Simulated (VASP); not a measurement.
A run of VASP 6.6.1 is set up as follows.

INCAR

```
SYSTEM = Si2Mo
PREC = Accurate
ENCUT = 520
EDIFF = 1E-8
ISMEAR = -1
SIGMA = 0.05
LREAL = .FALSE.
LASPH = .TRUE.
NELM = 80
ALGO = Normal
ISIF = 2
LWAVE = .FALSE.
LCHARG = .TRUE.
GGA = PS
IBRION = 8
NSW = 1
```

The input KPOINTS:

```
regular mesh
0
G
  9 9 9
  0 0 0
```

The input POSCAR:

```
Si2Mo
1.0
   -1.6000000000      1.6000000000      3.9305000000
    1.6000000000     -1.6000000000      3.9305000000
    1.6000000000      1.6000000000     -3.9305000000
Mo Si
1 2
Direct
    0.0000000000      0.0000000000      0.0000000000
    0.6670000000      0.6670000000      0.0000000000
    0.3330000000      0.3330000000      0.0000000000
```

Potentials or basis: VASP PAW PBE potentials, release 64 (Mo_sv, Si).

Run with:

```sh
$ cat potpaw_PBE.64/Mo_sv/POTCAR potpaw_PBE.64/Si/POTCAR > POTCAR
$ mpirun -np 1 vasp_std > vasp.out
```

Q: Predict the highest phonon frequency at Γ.

A: 414 cm⁻¹.

Phonon frequencies in cm⁻¹ (negative: imaginary):
```tsv
q point	frequencies
(0.000, 0.000, 0.000)	0 0 0 267 267 314 332 332 414
```

Caveat: the cell stands under pressure or tension, which shifts response properties.
